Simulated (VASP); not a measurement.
Wanted: the native input for a VASP 6.6.1 run.

| Property | Result |
| --- | --- |
| Task | single point |
| Functional | PBE |
| Potentials or basis | VASP PAW PBE potentials, release 64 (Ge_d, S, H) |
| Cutoff | 520 eV |
| k mesh | 1 × 1 × 6 |
| Occupations | gaussian, width 0.05 eV |
| Spin | no spin polarisation |
| Dipole correction | no |
| Further INCAR settings | ALGO = Normal; EDIFF = 1e-06; NBANDS = 54 |

The structure of GeHS lies in POSCAR:

```
GeHS
1.0
   16.5000000000      0.0000000000      0.0000000000
    0.0000000000     10.7000000000      0.0000000000
    0.0000000000      0.0000000000      6.0522930934
Ge S H
4 4 4
Direct
    0.5529438340      0.4367836115      0.3333333333
    0.6588315021      0.4367836115      0.8333333333
    0.3411684979      0.4367836115      0.3333333333
    0.4470561660      0.4367836115      0.8333333333
    0.6588315021      0.5632163885      0.1666666667
    0.4470561660      0.5632163885      0.1666666667
    0.5529438340      0.5632163885      0.6666666667
    0.3411684979      0.5632163885      0.6666666667
    0.7259641094      0.5169417840      0.7276669410
    0.2740358906      0.5169417840      0.2276669410
    0.7176815150      0.4929478606      0.2592962964
    0.2823184850      0.4929478606      0.7592962964
```

These files were run (other wordings do the same):

INCAR

```
SYSTEM = GeHS
ALGO = Normal
EDIFF = 1E-6
ENCUT = 520
GGA = PE
ISIF = 2
ISMEAR = 0
LASPH = .TRUE.
LCHARG = .FALSE.
LREAL = .FALSE.
LWAVE = .FALSE.
NBANDS = 54
NELM = 80
PREC = Accurate
SIGMA = 0.05
```

KPOINTS

```
k-points
0
G
  1 1 6
  0 0 0
```

Potentials or basis: VASP PAW PBE potentials, release 64 (Ge_d, S, H).

Launch:

```bash
$ cat potpaw_PBE.64/Ge_d/POTCAR potpaw_PBE.64/S/POTCAR potpaw_PBE.64/H/POTCAR > POTCAR
$ mpirun -np 1 vasp_std > vasp.out
```

It gave:

```json
{"Largest force": "1.196 eV/Å", "Band gap on the k mesh": "2.81 eV (least direct gap 2.82 eV)"}
```

It took 6.1 min on 1 thread of Intel(R) Xeon(R) Platinum 8488C (Sapphire Rapids), on a shared host, peak memory 1 GiB.
